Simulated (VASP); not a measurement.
# BN (P1) in VASP: a series of runs

BN is run at these levels: PBE; tasks: single point.

Program: VASP 6.6.1. These are calculated values, not measurements. Logs are shortened: lines on timing, memory, paths and dates and some standing lists are left out, and cuts for length are marked.

### 1 The cell of the first run

The typed cell holds 4 atoms: a = 2.563 Å, b = 2.563 Å, c = 4.439 Å, α = 73.22°, β = 73.22°, γ = 60.00°.

### 2 Single point, PBE (mode 4 frozen in at -0.017 Å and mode 5 at +0.085 Å (largest displacements))

File INCAR:

```
PREC = Accurate
ENCUT = 520
EDIFF = 1E-6
ISMEAR = 0
SIGMA = 0.05
LREAL = F
LASPH = T
NELM = 80
ALGO = Normal
ISIF = 2
LWAVE = F
LCHARG = T
GGA = PE
LELF = T
LVHAR = T
NBANDS = 16
```

File KPOINTS:

```
Automatic mesh
0
Gamma
  6 6 6
```

File POSCAR:

```
BN
1.0
    0.0000000000     -1.8123937734     -1.8123937734
   -1.8123937734      0.0000000000     -1.8123937734
    1.8123937734      1.8123937734     -3.6247875468
B N
2 2
Direct
   -0.0381536883      0.0184827760      0.0000000000
    0.5381536883      0.4815172240      0.5000000000
    0.3359548386      0.3939146320      0.8750000000
    0.9140451614      0.8560853680      0.3750000000
```

Potentials or basis: VASP PAW PBE potentials, release 64 (B, N).

Launch:

```sh
$ cat potpaw_PBE.64/B/POTCAR potpaw_PBE.64/N/POTCAR > POTCAR
$ mpirun -np 1 vasp_std > vasp.out
```

OUTCAR:

```text
PREC = Accurate
   ENCUT = 520
   EDIFF = 1E-6
   ISMEAR = 0
   LREAL = F
   LASPH = T
   NELM = 80
   ISIF = 2
   GGA = PE

 ion  position               nearest neighbor table
   1  0.962  0.018  0.000-   3 1.57   3 1.57   3 1.57   4 1.58
   2  0.538  0.482  0.500-   4 1.57   4 1.57   4 1.57   3 1.58
   3  0.336  0.394  0.875-   1 1.57   1 1.57   1 1.57   2 1.58
   4  0.914  0.856  0.375-   2 1.57   2 1.57   2 1.57   1 1.58

  LATTYP: Found a trigonal (rhomboedric) cell.
 ALAT       =     4.4394399578
 COS(alpha) =     0.8333333333

  Lattice vectors:

 A1 = (   1.8123937734,   3.6247875468,  -1.8123937734)
 A2 = (   3.6247875468,   1.8123937734,  -1.8123937734)
 A3 = (   1.8123937734,   1.8123937734,  -3.6247875468)

Analysis of symmetry for initial positions (statically):
=====================================================================
 Subroutine PRICEL returns:
 Original cell was already a primitive cell.

 Routine SETGRP: Setting up the symmetry group for a
 trigonal (rhombohedral) supercell.

 Subroutine GETGRP returns: Found  1 space group operations
 (whereof  1 operations were pure point group operations)
 out of a pool of 12 trial point group operations.

The static configuration has the point symmetry C_1 .

Analysis of symmetry for dynamics (positions and initial velocities):
=====================================================================
 Subroutine PRICEL returns:
 Original cell was already a primitive cell.

 Routine SETGRP: Setting up the symmetry group for a
 trigonal (rhombohedral) supercell.

 Subroutine GETGRP returns: Found  1 space group operations
 (whereof  1 operations were pure point group operations)
 out of a pool of 12 trial point group operations.

The dynamic configuration has the point symmetry C_1 .

 Subroutine INISYM returns: Found  1 space group operations
 (whereof  1 operations are pure point group operations),
 and found     1 'primitive' translations

----------------------------------------------------------------------------------------

                                     Primitive cell

  volume of cell :      23.8132

  direct lattice vectors                    reciprocal lattice vectors
     0.000000000 -1.812393773 -1.812393773     0.137939119 -0.413817356 -0.137939119
    -1.812393773  0.000000000 -1.812393773    -0.413817356  0.137939119 -0.137939119
     1.812393773  1.812393773 -3.624787547     0.137939119  0.137939119 -0.137939119

  length of vectors
     2.563111855  2.563111855  4.439439958     0.457492301  0.457492301  0.238917562

  position of ions in fractional coordinates (direct lattice)
     0.961846312  0.018482776  0.000000000
     0.538153688  0.481517224  0.500000000
     0.335954839  0.393914632  0.875000000
     0.914045161  0.856085368  0.375000000

  ion indices of the primitive-cell ions
   primitive index   ion index
                 1           1
                 2           2
                 3           3
                 4           4

----------------------------------------------------------------------------------------

 KPOINTS: Automatic mesh

Automatic generation of k-mesh.
 Grid dimensions read from file:
 generate k-points for:    6    6    6

 Generating k-lattice:

  Cartesian coordinates                     Fractional coordinates (reciprocal lattice)
     0.022989853 -0.068969559 -0.022989853     0.166666667  0.000000000 -0.000000000
    -0.068969559  0.022989853 -0.022989853     0.000000000  0.166666667 -0.000000000
     0.022989853  0.022989853 -0.022989853     0.000000000  0.000000000  0.166666667

  Length of vectors
     0.076248717  0.076248717  0.039819594

  Shift w.r.t. Gamma in fractional coordinates (k-lattice)
     0.000000000  0.000000000  0.000000000

 Subroutine IBZKPT returns following result:
 ===========================================

 Found    112 irreducible k-points:

 Following reciprocal coordinates:
            Coordinates               Weight
  0.000000  0.000000  0.000000      1.000000
  0.166667  0.000000  0.000000      2.000000
  0.000000  0.166667  0.000000      2.000000
 -0.166667 -0.166667 -0.166667      2.000000
  0.333333  0.000000 -0.000000      2.000000
  0.000000  0.333333 -0.000000      2.000000
[... 16 lines left out ...]
 -0.166667  0.500000 -0.000000      2.000000
 -0.333333  0.500000  0.500000      2.000000
 [... further k-points ...]
   k-points           NKPTS =    112   k-points in BZ     NKDIM =    112   number of bands    NBANDS=     16
   number of dos      NEDOS =    301   number of ions     NIONS =      4
   total plane-waves  NPLWV =  14400
   dimension x,y,z NGX =    20 NGY =   20 NGZ =   36
   dimension x,y,z NGXF=    40 NGYF=   40 NGZF=   72
   ions per type =               2   2
   NGX,Y,Z   is equivalent  to a cutoff of  12.97, 12.97, 13.48 a.u.
   NGXF,Y,Z  is equivalent  to a cutoff of  25.94, 25.94, 26.96 a.u.
 SYSTEM =  unknown system
   PREC   = accura    normal or accurate (medium, high low for compatibility)
   ISTART =      0    job   : 0-new  1-cont  2-samecut
   ICHARG =      2    charge: 1-file 2-atom 10-const
   ISPIN  =      1    spin polarized calculation?
   LNONCOLLINEAR =      F non collinear calculations
   LSORBIT =      F    spin-orbit coupling
   LASPH  =      T    aspherical Exc in radial PAW
   ENCUT  =  520.0 eV  38.22 Ry    6.18 a.u.   4.77  4.77  8.25*2*pi/ulx,y,z
   NELM   =     80;   NELMIN=  2; NELMDL= -5     # of ELM steps
   EDIFF  = 0.1E-05   stopping-criterion for ELM
   LREAL  =      F    real-space projection
   EDIFFG = 0.1E-04   stopping-criterion for IOM
   NSW    =      0    number of steps for IOM
   IBRION =     -1    ionic relax: 0-MD 1-quasi-New 2-CG
   NFREE  =      0    steps in history (QN), initial steepest desc. (CG)
   ISIF   =      2    stress and relaxation
   ISYM   =      2    0-nonsym 1-usesym 2-fastsym
   POTIM  = 0.5000    time-step for ionic-motion
   TEBEG  =    0.0;   TEEND  =   0.0 temperature during run
   PSTRESS=    0.0 pullay stress
   NELECT =      16.0000    total number of electrons
   NUPDOWN=      -1.0000    fix difference up-down
   EMIN   =  10.00;   EMAX   =-10.00  energy-range for DOS
   EFERMI =   0.00;   METHOD = LEGACY
   ISMEAR =     0;   SIGMA  =   0.05  broadening in eV -4-tet -1-fermi 0-gaus
   EFERMI_NEDOS =   21; number of points for ismear=-14 and -15
   IALGO  =     38    algorithm
   IMIX   =      4    mixing-type and parameters
     AMIX     =   0.40;   BMIX     =  1.00
     AMIX_MAG =   1.60;   BMIX_MAG =  1.00
  volume/ion in A,a.u.               =       5.95        40.17
  Fermi-wavevector in a.u.,A,eV,Ry     =   1.433867  2.709616 27.973240  2.055975
  Thomas-Fermi vector in A             =   2.553338
   LORBIT       =      0    0 simple, 1 ext, 2 COOP (PROOUT), +10 PAW based schemes
   GGA     = PE    functional components
   LHFCALC =     F    Hartree Fock is set to
   AEXX    =    0.0000 exact exchange contribution
   IVDW    =     0    specifies the selected vdW correction
   LEPSILON=     F    determine dielectric tensor
   LRPA    =     F    only Hartree local field effects (RPA)
 non-spin polarized calculation
 Gauss-broadening in eV      SIGMA  =   0.05
  energy-cutoff  :      520.00
  volume of cell :       23.81
 maximum number of plane-waves:       663
   NGX =  9   NGY =  9   NGZ = 17

 number of electron      16.0000001 magnetization

 Free energy of the ion-electron system (eV)
  ---------------------------------------------------
  ext. energy  EPLUGINS =         0.00000000
  ---------------------------------------------------
  free energy    TOTEN  =       -34.74169680 eV

  energy without entropy =      -34.74169680  energy(sigma->0) =      -34.74169680

 E-fermi :   7.6979     XC(G=0): -12.7905

 val. band max:        7.4012657171   @ k =   0.0000   0.0000   0.0000
 cond. band min:      11.7096331184   @ k =   0.5000   0.0000   0.5000
 fundamental gap:      4.3083674013
 Fermi energy:         7.6979365222

 k-point     1 :       0.0000    0.0000    0.0000
  band No.  band energies     occupation
      1     -12.8271      2.00000
      2      -8.6363      2.00000
      3      -3.2854      2.00000
      4       5.4163      2.00000
      5       5.4410      2.00000
      6       7.2130      2.00000
[... 8 lines left out ...]
     15      18.2270      0.00000
     16      22.5824      0.00000

 k-point     2 :       0.1667    0.0000    0.0000
  band No.  band energies     occupation
      1     -12.2164      2.00000
      2      -8.2706      2.00000
      3      -2.6010      2.00000
      4       3.2229      2.00000
      5       4.7849      2.00000
      6       4.9957      2.00000
[... 8 lines left out ...]
     15      19.5422      0.00000
     16      22.8112      0.00000

 k-point     3 :       0.0000    0.1667    0.0000
  band No.  band energies     occupation
      1     -12.2155      2.00000
      2      -8.2744      2.00000
      3      -2.5963      2.00000
      4       3.2277      2.00000
      5       4.7636      2.00000
      6       5.0237      2.00000
[... 8 lines left out ...]
     15      19.8016      0.00000
     16      22.8778      0.00000

 k-point     4 :      -0.1667   -0.1667   -0.1667
  band No.  band energies     occupation
      1     -12.2156      2.00000
      2      -8.2742      2.00000
      3      -2.5965      2.00000
      4       3.2275      2.00000
      5       4.7643      2.00000
      6       5.0227      2.00000
[... 8 lines left out ...]
     15      19.7941      0.00000
     16      22.8753      0.00000
[... 324 lines left out ...]
 k-point    22 :      -0.1667    0.3333   -0.1667
  band No.  band energies     occupation
      1      -8.8399      2.00000
      2      -7.4938      2.00000
      3      -1.5989      2.00000
      4      -0.1097      2.00000
      5       1.3152      2.00000
      6       1.8892      2.00000
[... 8 lines left out ...]
     15      22.9793      0.00000
     16      23.6021      0.00000

 k-point    23 :      -0.1667    0.5000   -0.0000
  band No.  band energies     occupation
      1      -8.8414      2.00000
      2      -7.4926      2.00000
      3      -1.5911      2.00000
      4      -0.1025      2.00000
      5       1.2873      2.00000
      6       1.8797      2.00000
[... 8 lines left out ...]
     15      22.7523      0.00000
     16      23.6139      0.00000

 k-point    24 :      -0.3333    0.5000    0.5000
  band No.  band energies     occupation
      1      -8.8427      2.00000
      2      -7.4903      2.00000
      3      -1.5928      2.00000
      4      -0.1043      2.00000
      5       1.2858      2.00000
      6       1.8844      2.00000
[... 8 lines left out ...]
     15      22.7406      0.00000
     16      23.6140      0.00000

 [... further k-points ...]
[... 5 lines left out ...]
  --------------------------------------------------------------------------------------
  -------------------------------------------------------------------------------------
  Total        0.1320821     -0.2563516      0.1161553      0.0928755     -0.0957750     -0.0234460
  in kB        8.8866237    -17.2476121      7.8150525      6.2487640     -6.4438422     -1.5774688
  external PRESSURE =      -0.1819786 kB  Pullay stress =       0.0000000 kB

 VOLUME and BASIS-vectors are now :
 -----------------------------------------------------------------------------
  energy-cutoff  :      520.00
  volume of cell :       23.81
      direct lattice vectors                 reciprocal lattice vectors
     0.000000000 -1.812393773 -1.812393773     0.137939119 -0.413817356 -0.137939119
    -1.812393773  0.000000000 -1.812393773    -0.413817356  0.137939119 -0.137939119
     1.812393773  1.812393773 -3.624787547     0.137939119  0.137939119 -0.137939119

 POSITION                                       TOTAL-FORCE (eV/Angst)
 -----------------------------------------------------------------------------------
     -0.03350     -1.74324     -1.77674         0.314980     -0.640670     -0.334052
      0.03350     -0.06915     -3.66044        -0.300297      0.623335      0.320635
      0.87192      0.97696     -4.49450         0.409581     -0.841252     -0.436830
     -0.87192     -0.97696     -4.56747        -0.424264      0.858587      0.450247
 -----------------------------------------------------------------------------------
    total drift:                               -0.000045     -0.000021      0.000033

  FREE ENERGIE OF THE ION-ELECTRON SYSTEM (eV)
  ---------------------------------------------------
  free  energy   TOTEN  =       -34.7416967986 eV

  energy  without entropy=      -34.7416967986  energy(sigma->0) =      -34.74169680
```

Wall time 20 s (1 thread of AMD EPYC 9R45 (Zen 5), shared host); peak memory 0.13 GiB.

Results:

- Free energy: -34.7417 eV
- Pressure: 0.0 GPa
- Largest force: 1.058 eV/Å
- Band gap on the k mesh: 4.31 eV, indirect (least direct gap 6.26 eV)

Forces on the atoms (eV/Å):
```
B    0.315 -0.641 -0.334
B   -0.300  0.623  0.321
N    0.410 -0.841 -0.437
N   -0.424  0.859  0.450
```

Stress tensor (GPa, compression positive):
```
 0.89  0.62 -0.16
 0.62 -1.72 -0.64
-0.16 -0.64  0.78
```

Levels at points of the mesh, in eV from the valence-band top:
| k point | band 4 | band 5 | band 6 | band 7 | band 8 | band 9 | band 10 | band 11 | band 12 | band 13 |
| --- | --- | --- | --- | --- | --- | --- | --- | --- | --- | --- |
| (0.00, 0.00, 0.00) | -1.99 | -1.96 | -0.19 | -0.11 | 0.00 | 8.47 | 8.69 | 8.70 | 9.82 | 10.16 |
| (0.50, 0.00, 0.00) | -8.70 | -5.39 | -4.78 | -3.73 | -3.69 | 7.15 | 7.52 | 11.84 | 13.32 | 14.18 |
| (0.00, 0.50, 0.00) | -8.73 | -5.34 | -5.05 | -3.66 | -3.64 | 7.30 | 7.45 | 12.05 | 12.97 | 13.78 |
| (0.50, 0.50, 0.50) | -8.72 | -5.34 | -5.04 | -3.66 | -3.64 | 7.29 | 7.45 | 12.03 | 13.01 | 13.76 |
| (0.50, 0.50, 0.00) | -8.96 | -4.94 | -4.89 | -2.11 | -1.92 | 4.36 | 9.10 | 9.79 | 10.46 | 10.67 |
| (0.00, 0.50, 0.50) | -8.96 | -4.95 | -4.89 | -2.12 | -1.92 | 4.36 | 9.12 | 9.79 | 10.46 | 10.66 |
| (0.50, 0.00, 0.50) | -8.96 | -4.95 | -4.89 | -2.02 | -1.96 | 4.31 | 8.82 | 9.87 | 10.61 | 10.66 |
| (0.00, 0.00, 0.50) | -5.50 | -1.36 | -1.36 | -1.04 | -1.03 | 8.89 | 9.14 | 9.72 | 10.36 | 10.63 |

Caveat: the k points lie up to 0.48 Å⁻¹ apart; the cell differs from its parent crystal (mode 4 frozen in at -0.017 Å and mode 5 at +0.085 Å (largest displacements)); forces of over 1 eV/Å act on the atoms, so gaps and moduli don't describe the material at rest. A k mesh can miss the band edges.

[end of part 1 of 2]
